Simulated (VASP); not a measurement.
# HgTe (F-43m) in VASP: notebook

Runs on HgTe. Level: r2SCAN. Tasks: single point.

Program: VASP 6.6.1. These are calculated values, not measurements. Logs are shortened: lines on timing, memory, paths and dates and some standing lists are left out, and cuts for length are marked.

**1. The cell of the first run**

The structure is cubic, space group F-43m (No. 216). The conventional cell has a = 6.644 Å, b = 6.644 Å, c = 6.644 Å, α = 90.00°, β = 90.00°, γ = 90.00°. Within 3.8 Å of Hg (site symmetry -43m) lie 4 Te at 2.88 Å. Te (site symmetry -43m) has 4 Hg at 2.88 Å within 3.8 Å.

**2. Single point, r2SCAN (36.65 Å³/atom)**

Input file POSCAR:

```
HgTe
1.0
    0.0000000000      3.3217657156      3.3217657156
    3.3217657156      0.0000000000      3.3217657156
    3.3217657156      3.3217657156      0.0000000000
Hg Te
1 1
Direct
    0.0000000000      0.0000000000      0.0000000000
    0.2500000000      0.2500000000      0.2500000000
```

Input file INCAR.step1:

```
SYSTEM = HgTe
PREC = Accurate ; ENCUT = 550
ISMEAR = -1 ; SIGMA = 0.02
LREAL = .FALSE. ; LASPH = .TRUE.
NELM = 120 ; NBANDS = 16
GGA = PE ; ALGO = Normal
EDIFF = 1E-5 ; LWAVE = .TRUE.
LCHARG = .FALSE. ; GGA_COMPAT = .FALSE.
```

Input file INCAR.step2:

```
SYSTEM = HgTe
PREC = Accurate ; ENCUT = 550
EDIFF = 1E-6 ; ISMEAR = -1
SIGMA = 0.02 ; LREAL = .FALSE.
LASPH = .TRUE. ; NELM = 120
ALGO = Normal ; ISIF = 2
LWAVE = .FALSE. ; LCHARG = .FALSE.
METAGGA = R2SCAN ; LMIXTAU = .TRUE.
NBANDS = 16 ; ISTART = 1
GGA_COMPAT = .FALSE.
```

Input file KPOINTS:

```
Automatic mesh
0
G
  6 6 6
  0 0 0
```

Potentials or basis: VASP PAW PBE potentials, release 64 (Hg, Te).

Launch:

```bash
cat potpaw_PBE.64/Hg/POTCAR potpaw_PBE.64/Te/POTCAR > POTCAR
cp INCAR.step1 INCAR
mpirun -np 1 vasp_std > vasp.out
cp INCAR.step2 INCAR
mpirun -np 1 vasp_std > vasp.out
```

OUTCAR:

```text
SYSTEM = HgTe
   PREC = Accurate
   ENCUT = 550
   EDIFF = 1E-6
   ISMEAR = -1
   LREAL = .FALSE.
   LASPH = .TRUE.
   NELM = 120
   ISIF = 2
   METAGGA = R2SCAN
   ISTART = 1

 ion  position               nearest neighbor table
   1  0.000  0.000  0.000-   2 2.88   2 2.88   2 2.88   2 2.88
   2  0.250  0.250  0.250-   1 2.88   1 2.88   1 2.88   1 2.88

  LATTYP: Found a face centered cubic cell.
 ALAT       =     6.6435314312

  Lattice vectors:

 A1 = (   0.0000000000,   3.3217657156,   3.3217657156)
 A2 = (   3.3217657156,   0.0000000000,   3.3217657156)
 A3 = (   3.3217657156,   3.3217657156,   0.0000000000)

Analysis of symmetry for initial positions (statically):
=====================================================================
 Subroutine PRICEL returns:
 Original cell was already a primitive cell.

 Routine SETGRP: Setting up the symmetry group for a
 face centered cubic supercell.

 Subroutine GETGRP returns: Found 24 space group operations
 (whereof 24 operations were pure point group operations)
 out of a pool of 48 trial point group operations.

The static configuration has the point symmetry T_d .

Analysis of symmetry for dynamics (positions and initial velocities):
=====================================================================
 Subroutine PRICEL returns:
 Original cell was already a primitive cell.

 Routine SETGRP: Setting up the symmetry group for a
 face centered cubic supercell.

 Subroutine GETGRP returns: Found 24 space group operations
 (whereof 24 operations were pure point group operations)
 out of a pool of 48 trial point group operations.

The dynamic configuration has the point symmetry T_d .

 Subroutine INISYM returns: Found 24 space group operations
 (whereof 24 operations are pure point group operations),
 and found     1 'primitive' translations

----------------------------------------------------------------------------------------

                                     Primitive cell

  volume of cell :      73.3056

  direct lattice vectors                    reciprocal lattice vectors
     0.000000000  3.321765716  3.321765716    -0.150522356  0.150522356  0.150522356
     3.321765716  0.000000000  3.321765716     0.150522356 -0.150522356  0.150522356
     3.321765716  3.321765716  0.000000000     0.150522356  0.150522356 -0.150522356

  length of vectors
     4.697686126  4.697686126  4.697686126     0.260712367  0.260712367  0.260712367

  position of ions in fractional coordinates (direct lattice)
     0.000000000  0.000000000  0.000000000
     0.250000000  0.250000000  0.250000000
[... 67 lines left out ...]
   NELM   =    120;   NELMIN=  2; NELMDL=  0     # of ELM steps
   EDIFF  = 0.1E-05   stopping-criterion for ELM
   LREAL  =      F    real-space projection
   EDIFFG = 0.1E-04   stopping-criterion for IOM
   NSW    =      0    number of steps for IOM
   IBRION =     -1    ionic relax: 0-MD 1-quasi-New 2-CG
   NFREE  =      0    steps in history (QN), initial steepest desc. (CG)
   ISIF   =      2    stress and relaxation
   ISYM   =      2    0-nonsym 1-usesym 2-fastsym
   POTIM  = 0.5000    time-step for ionic-motion
   TEBEG  =    0.0;   TEEND  =   0.0 temperature during run
   PSTRESS=    0.0 pullay stress
   NELECT =      18.0000    total number of electrons
   NUPDOWN=      -1.0000    fix difference up-down
   EMIN   =  10.00;   EMAX   =-10.00  energy-range for DOS
   EFERMI =   0.00;   METHOD = LEGACY
   ISMEAR =    -1;   SIGMA  =   0.02  broadening in eV -4-tet -1-fermi 0-gaus
   EFERMI_NEDOS =   21; number of points for ismear=-14 and -15
   IALGO  =     38    algorithm
   IMIX   =      4    mixing-type and parameters
     AMIX     =   0.40;   BMIX     =  1.00
     AMIX_MAG =   1.60;   BMIX_MAG =  1.00
  volume/ion in A,a.u.               =      36.65       247.35
  Fermi-wavevector in a.u.,A,eV,Ry     =   1.025148  1.937249 14.298756  1.050929
  Thomas-Fermi vector in A             =   2.158973
   LORBIT       =      0    0 simple, 1 ext, 2 COOP (PROOUT), +10 PAW based schemes
   METAGGA = R2SCAN    functional components
   LHFCALC =     F    Hartree Fock is set to
   AEXX    =    0.0000 exact exchange contribution
   IVDW    =     0    specifies the selected vdW correction
   LEPSILON=     F    determine dielectric tensor
   LRPA    =     F    only Hartree local field effects (RPA)
 non-spin polarized calculation
  energy-cutoff  :      550.00
  volume of cell :       73.31
 maximum number of plane-waves:      2168
   NGX = 17   NGY = 17   NGZ = 17

 number of electron      17.9999998 magnetization

 Free energy of the ion-electron system (eV)
  ---------------------------------------------------
  ext. energy  EPLUGINS =         0.00000000
  ---------------------------------------------------
  free energy    TOTEN  =       -75.14719851 eV

  energy without entropy =      -75.14684481  energy(sigma->0) =      -75.14702166

 E-fermi :   2.0432     XC(G=0):  -8.9241

 val. band max:        2.0293729368   @ k =   0.0000   0.0000   0.0000
 cond. band min:       2.9501267168   @ k =   0.1667   0.0000   0.0000
 fundamental gap:      0.9207537800
 Fermi energy:         2.0432367859

 k-point     1 :       0.0000    0.0000    0.0000
  band No.  band energies     occupation
      1      -9.7981      2.00000
      2      -5.1574      2.00000
      3      -5.1574      2.00000
      4      -5.1574      2.00000
      5      -4.6853      2.00000
      6      -4.6853      2.00000
[... 281 lines left out ...]
      3      -4.9091      2.00000
      4      -4.7846      2.00000
      5      -4.6679      2.00000
      6      -4.1938      2.00000
[... 8 lines left out ...]
     15      13.2135      0.00000
     16      13.4995      0.00000

------------------------ aborting loop because EDIFF is reached ----------------------------------------

  FORCE on cell =-STRESS in cart. coord.  units (eV):
  Direction    XX          YY          ZZ          XY          YZ          ZX
  --------------------------------------------------------------------------------------
  -------------------------------------------------------------------------------------
  Total       -0.4920754     -0.4920754     -0.4920754      0.0000000      0.0000000      0.0000000
  in kB      -10.7548722    -10.7548722    -10.7548722      0.0000000      0.0000000      0.0000000
  external PRESSURE =     -10.7548722 kB  Pullay stress =       0.0000000 kB

 VOLUME and BASIS-vectors are now :
 -----------------------------------------------------------------------------
  energy-cutoff  :      550.00
  volume of cell :       73.31
      direct lattice vectors                 reciprocal lattice vectors
     0.000000000  3.321765716  3.321765716    -0.150522356  0.150522356  0.150522356
     3.321765716  0.000000000  3.321765716     0.150522356 -0.150522356  0.150522356
     3.321765716  3.321765716  0.000000000     0.150522356  0.150522356 -0.150522356

 POSITION                                       TOTAL-FORCE (eV/Angst)
 -----------------------------------------------------------------------------------
      0.00000      0.00000      0.00000        -0.000000     -0.000000     -0.000000
      1.66088      1.66088      1.66088         0.000000      0.000000      0.000000
 -----------------------------------------------------------------------------------
    total drift:                                0.000000      0.000000      0.000000

  FREE ENERGIE OF THE ION-ELECTRON SYSTEM (eV)
  ---------------------------------------------------
  free  energy   TOTEN  =       -75.1471985133 eV

  energy  without entropy=      -75.1468448121  energy(sigma->0) =      -75.14702166
```

OUTCAR.step1:

```text
SYSTEM = HgTe
   PREC = Accurate
   ENCUT = 550
   ISMEAR = -1
   LREAL = .FALSE.
   LASPH = .TRUE.
[... 513 lines left out ...]
      0.00000      0.00000      0.00000         0.000000      0.000000      0.000000
      1.66088      1.66088      1.66088        -0.000000     -0.000000     -0.000000
 -----------------------------------------------------------------------------------
    total drift:                                0.000000      0.000000      0.000000

  FREE ENERGIE OF THE ION-ELECTRON SYSTEM (eV)
  ---------------------------------------------------
  free  energy   TOTEN  =        -3.6411039970 eV

  energy  without entropy=       -3.6407502648  energy(sigma->0) =       -3.64092713
```

Wall time 61 s (1 thread of AMD EPYC 9R45 (Zen 5), shared host); peak memory 0.19 GiB.

What came out:

* Free energy: -75.1472 eV
* Pressure: -1.1 GPa
* Band gap on the k mesh: zero (filled and empty bands touch)

Caveat: semilocal functionals underestimate gaps, so a narrow gap can read as zero; the PAW data sets were made with another functional, which shifts forces and pressure a little; spin-orbit coupling is left out, which moves the levels of the heavy elements.

**3. Single point, r2SCAN (37.72 Å³/atom)**

This run uses another cell than the first one, of 37.72 Å³/atom.

Input file POSCAR:

```
HgTe
1.0
    0.0000000000      3.3537077300      3.3537077300
    3.3537077300      0.0000000000      3.3537077300
    3.3537077300      3.3537077300      0.0000000000
Hg Te
1 1
Direct
    0.0000000000      0.0000000000      0.0000000000
    0.2500000000      0.2500000000      0.2500000000
```

Input file INCAR.step1:

```
SYSTEM = HgTe
ALGO = Normal ; EDIFF = 1E-5
ENCUT = 550 ; GGA = PE
GGA_COMPAT = .False. ; ISMEAR = -1
LASPH = .True. ; LCHARG = .False.
LREAL = .False. ; LWAVE = .True.
NBANDS = 16 ; NELM = 120
PREC = Accurate ; SIGMA = 0.02
```

Input file INCAR.step2:

```
SYSTEM = HgTe
ALGO = Normal ; EDIFF = 1E-6
ENCUT = 550 ; GGA_COMPAT = .False.
ISIF = 2 ; ISMEAR = -1
ISTART = 1 ; LASPH = .True.
LCHARG = .False. ; LMIXTAU = .True.
LREAL = .False. ; LWAVE = .False.
METAGGA = R2SCAN ; NBANDS = 16
NELM = 120 ; PREC = Accurate
SIGMA = 0.02
```

Input file KPOINTS:

```
k-points
0
Gamma
  6 6 6
  0 0 0
```

Potentials or basis: VASP PAW PBE potentials, release 64 (Hg, Te).

Launch:

```bash
cat potpaw_PBE.64/Hg/POTCAR potpaw_PBE.64/Te/POTCAR > POTCAR
cp INCAR.step1 INCAR
mpirun -np 1 vasp_std > vasp.out
cp INCAR.step2 INCAR
mpirun -np 1 vasp_std > vasp.out
```

Wall time 55 s (1 thread of AMD EPYC 9R45 (Zen 5), shared host); peak memory 0.19 GiB.

It converged, with:

```yaml
Free_energy: -75.1270 eV
Pressure: -2.0 GPa
Band_gap_on_the_k_mesh: zero (filled and empty bands touch)
```

Levels at points of the mesh, in eV from the Fermi level:
```csv
k point,band 7,band 8,band 9,band 10,band 11,band 12
"(0.00, 0.00, 0.00)",-0.71,-0.01,-0.01,-0.01,4.75,4.75
"(0.50, 0.00, 0.00)",-4.94,-0.83,-0.83,0.91,5.47,5.47
"(0.50, 0.50, 0.00)",-4.99,-1.91,-1.91,2.07,2.99,8.27
```

Caveat: semilocal functionals underestimate gaps, so a narrow gap can read as zero; the PAW data sets were made with another functional, which shifts forces and pressure a little; spin-orbit coupling is left out, which moves the levels of the heavy elements.
